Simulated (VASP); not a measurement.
Runs of VASP 6.6.1 on Cs. The structure is that of space group Fm-3m (No. 225), or close to it. The cells are those of the table. This isn't the form of Cs at room conditions, which is bcc.

| task | cell | k mesh | cutoff (eV) | gap on the mesh (eV) | pressure (GPa) |
| --- | --- | --- | --- | --- | --- |
| single point | a = 5.668 Å, angles 60.0°, 1 atom | 8 × 8 × 8 | 520 | none | 0.0 |
| single point | a = 5.431 Å, angles 60.0°, 1 atom | 8 × 8 × 8 | 520 | none | (a) |
| single point | a = 5.591 Å, angles 60.0°, 1 atom | 8 × 8 × 8 | 520 | none | 0.1 |
| relaxation of cell and atoms | relaxed from a = 5.385 Å, angles 60.0°, 1 atom | 7 × 7 × 7 | 600 | none | 0.0 |
| single point | a = 5.668 Å, angles 60.0°, 1 atom | 11 × 11 × 11 | 520 | none | 0.0 |
| single point | a = 5.668 Å, angles 60.0°, 1 atom | 7 × 7 × 7 | 520 | none | 0.0 |
| single point | a = 5.742 Å, angles 60.0°, 1 atom | 8 × 8 × 8 | 520 | none | -0.1 |
| single point | a = 5.886 Å, angles 60.0°, 1 atom | 8 × 8 × 8 | 520 | none | -0.1 |
| single point | a = 5.512 Å, angles 60.0°, 1 atom | 8 × 8 × 8 | 520 | none | 0.2 |
| single point | a = 5.815 Å, angles 60.0°, 1 atom | 8 × 8 × 8 | 520 | none | -0.1 |

Alike in all rows: level revPBE; potentials or basis VASP PAW PBE potentials, release 64 (Cs_sv); no spin polarisation; smearing fermi-dirac 0.1 eV.

Problem. Fill in the values left out.

Solution. (a) 0.3.

Caveats: the PAW data sets were made with another functional, which shifts forces and pressure a little; spin-orbit coupling is left out, which moves the levels of the heavy elements.

A k mesh can miss the band edges, and the runs leave out spin-orbit coupling on Cs.

A gap of «none» marks levels without a gap at the run's occupations.
